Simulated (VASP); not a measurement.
Wanted: the native input for a VASP 6.6.1 run.

```
Task                   : single point
Functional             : PBE
Potentials or basis    : VASP PAW PBE potentials, release 64 (La, Zr_sv)
Cutoff                 : 520 eV
k mesh                 : 4 × 4 × 4
Occupations            : gaussian, width 0.1 eV
Spin                   : collinear spin
Starting moments       : [0.0, 0.0, 0.0, 1.0] μB
Dipole correction      : no
Further INCAR settings : ALGO = Normal; EDIFF = 1e-07; NBANDS = 34
```

The structure of La3Zr lies in POSCAR:

```
La3Zr
1.0
    0.0000000000      4.1162598400      4.1162598400
    4.1162598400      0.0000000000      4.1162598400
    4.1162598400      4.1162598400      0.0000000000
La Zr
3 1
Direct
    0.7500000000      0.7500000000      0.7500000000
    0.5000000000      0.5000000000      0.5000000000
    0.2500000000      0.2500000000      0.2500000000
    0.0000000000      0.0000000000      0.0000000000
```

The cell was built from a structure type or drawn by symmetry, and may not be a known phase.

The input as run:

INCAR

```
SYSTEM = La3Zr
ALGO     = Normal         ! electronic algorithm
EDIFF    = 1E-7           ! SCF threshold, eV
ENCUT    = 520            ! plane-wave cutoff, eV
GGA      = PE             ! functional
ISIF     = 2              ! what is computed and relaxed
ISMEAR   = 0              ! smearing method
ISPIN    = 2              ! spin polarisation
LASPH    = .True.         ! aspherical terms in the spheres
LCHARG   = .False.        ! write CHGCAR
LMAXMIX  = 6              ! l up to which the mixer works
LORBIT   = 11             ! projections on sites
LREAL    = .False.        ! projectors in reciprocal space
LWAVE    = .False.        ! write WAVECAR
MAGMOM   = 0 0 0 1        ! initial moments
NBANDS   = 34             ! bands
NELM     = 150            ! most SCF steps
PREC     = Accurate       ! precision mode
SIGMA    = 0.1            ! smearing width, eV
```

KPOINTS

```
k-points
0
Gamma
  4 4 4
  0 0 0
```

Potentials or basis: VASP PAW PBE potentials, release 64 (La, Zr_sv).

Command:

```sh
$ cat potpaw_PBE.64/La/POTCAR potpaw_PBE.64/Zr_sv/POTCAR > POTCAR
$ mpirun -np 1 vasp_std > vasp.out
```

It gave:

The pressure is -2.2 GPa and the net moment is 1.10 μB per cell. The site moments are La +0.07, -0.04 (each value once); Zr +0.52 μB and the valence electrons inside the program's atomic spheres are La 8.60, 8.59 (each value once); Zr 9.70.

Run time: 3 min on 1 thread of Intel(R) Xeon(R) Platinum 8124M CPU @ 3.00GHz (Skylake/Cascade Lake), with other jobs on the host, peak memory 0.44 GiB.
